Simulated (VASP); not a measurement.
Wanted: the native input for a VASP 6.6.1 run.

* Task: single point
* Functional: LDA
* Potentials or basis: VASP PAW LDA potentials, release 64 (Re_sv_GW)
* Cutoff: 560 eV
* k mesh: 18 × 18 × 10
* Occupations: gaussian, width 0.05 eV
* Spin: no spin polarisation
* Dipole correction: no
* Further INCAR settings: ALGO = Normal; EDIFF = 1e-06; NBANDS = 22

The structure of Re lies in POSCAR:

```
Re
1.0
    2.7370273395      0.0000000000      0.0000000000
   -1.3685136697      2.3703352068      0.0000000000
    0.0000000000      0.0000000000      4.4173455146
Re
2
Direct
    0.3333333333      0.6666666667      0.7500000000
    0.6666666667      0.3333333333      0.2500000000
```

The input as run:

INCAR

```
SYSTEM = Re
  ALGO = Normal
  EDIFF = 1E-6
  ENCUT = 560
  GGA_COMPAT = .False.
  ISIF = 2
  ISMEAR = 0
  LASPH = .True.
  LCHARG = .True.
  LELF = .True.
  LREAL = .False.
  LVHAR = .True.
  LWAVE = .False.
  NBANDS = 22
  NELM = 120
  PREC = Accurate
  SIGMA = 0.05
```

KPOINTS

```
k-points
0
Gamma
  18 18 10
  0 0 0
```

Potentials or basis: VASP PAW LDA potentials, release 64 (Re_sv_GW).

Command:

```console
$ cat potpaw_LDA.64/Re_sv_GW/POTCAR > POTCAR
$ mpirun -np 1 vasp_std > vasp.out
```

Results of the run:

* Pressure: 0.0 GPa
* Band gap on the k mesh: zero (bands 15 and 16 overlap by 3.46 eV)

Caveat: spin-orbit coupling is left out, which moves the levels of the heavy elements.

It took 68 s on 1 thread of AMD EPYC 9R45 96-Core Processor (Zen 5), on a shared host, peak memory 0.22 GiB.
